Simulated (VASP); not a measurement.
Crystal: Bi2Se3.

```
CELL_PARAMETERS angstrom
2.07150 1.19598 9.54533
-2.07150 1.19598 9.54533
0.00000 -2.39196 9.54533
ATOMIC_POSITIONS crystal
Bi 0.59920 0.59920 0.59920
Bi 0.40080 0.40080 0.40080
Se 0.78830 0.78830 0.78830
Se 0.21170 0.21170 0.21170
Se 0.00000 0.00000 0.00000
```

Base run:

| Item | Value |
| --- | --- |
| Program | VASP 6.6.1 |
| Functional | PBE |
| Dispersion | D3(BJ) |
| Potentials or basis | VASP PAW PBE potentials, release 64 (Bi_d, Se) |
| Cutoff | 520 eV |
| k mesh | 8 × 8 × 8 |
| Occupations | fermi-dirac, width 0.05 eV |
| Spin | no spin polarisation |

Its results: band gap on the k mesh 0.21 eV; pressure 0.2 GPa; largest force 0.176 eV/Å.

After a change of settings the same cell gave: band gap on the k mesh 0.21 eV; pressure 2.6 GPa; largest force 0.171 eV/Å. Which change was it?
A. functional from PBE to revPBE; dispersion from D3(BJ) to none
B. functional from PBE to BLYP; dispersion from D3(BJ) to none
C. dispersion from D3(BJ) to none; occupations from fermi-dirac, width 0.05 eV to gaussian, width 0.011 eV
D. functional from PBE to RPBE; dispersion from D3(BJ) to none

C.

Caveats: spin-orbit coupling is left out, which moves the levels of the heavy elements.
